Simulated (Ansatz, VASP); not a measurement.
## Ba3Ti4O12 in VASP and in Ansatz

```
CELL_PARAMETERS angstrom
8.01200 0.00000 0.00000
0.00000 8.01200 0.00000
0.00000 0.00000 4.00600
ATOMIC_POSITIONS crystal
Ti 0.01084 0.01084 0.00000
Ti 0.01084 0.48916 0.00000
Ti 0.48916 0.01084 0.00000
Ti 0.48916 0.48916 0.00000
O 0.25000 0.99180 0.00000
O 0.99180 0.25000 0.00000
O 0.99727 0.99727 0.50000
O 0.25000 0.50820 0.00000
O 0.00029 0.75000 0.00000
O 0.99727 0.50273 0.50000
O 0.75000 0.00029 0.00000
O 0.50820 0.25000 0.00000
O 0.50273 0.99727 0.50000
O 0.75000 0.49971 0.00000
O 0.49971 0.75000 0.00000
O 0.50273 0.50273 0.50000
Ba 0.25000 0.75000 0.50000
Ba 0.75000 0.25000 0.50000
Ba 0.75000 0.75000 0.50000
```

Alike in both runs: functional PBEsol; k mesh 2 × 2 × 4; occupations gaussian, width 0.02 eV; no spin polarisation.

Ansatz relaxed the structure, and its values are those at the end. VASP's run is a single point on that final structure, the one shown.

```csv
,VASP,Ansatz
version,VASP 6.6.1,Ansatz 0.2.0
potentials or method,"VASP PAW PBE potentials, release 64 (Ti_sv, O, Ba_sv), cutoff 520 eV","plane waves, PAW"
valence electrons in the cell,150,150
```

```csv
,VASP,Ansatz,Ansatz less VASP
gap on the k mesh at the Fermi level (eV),none,none,-
rms of the force components (eV/Å),0.018,0.001,-0.0167
```

VASP's potentials were made for PBE, not for PBEsol. A gap of «none» marks a metal or a gap that the smearing closes.

The k mesh is coarse, so the values compare programs but aren't converged. Neither program's run includes spin-orbit coupling.
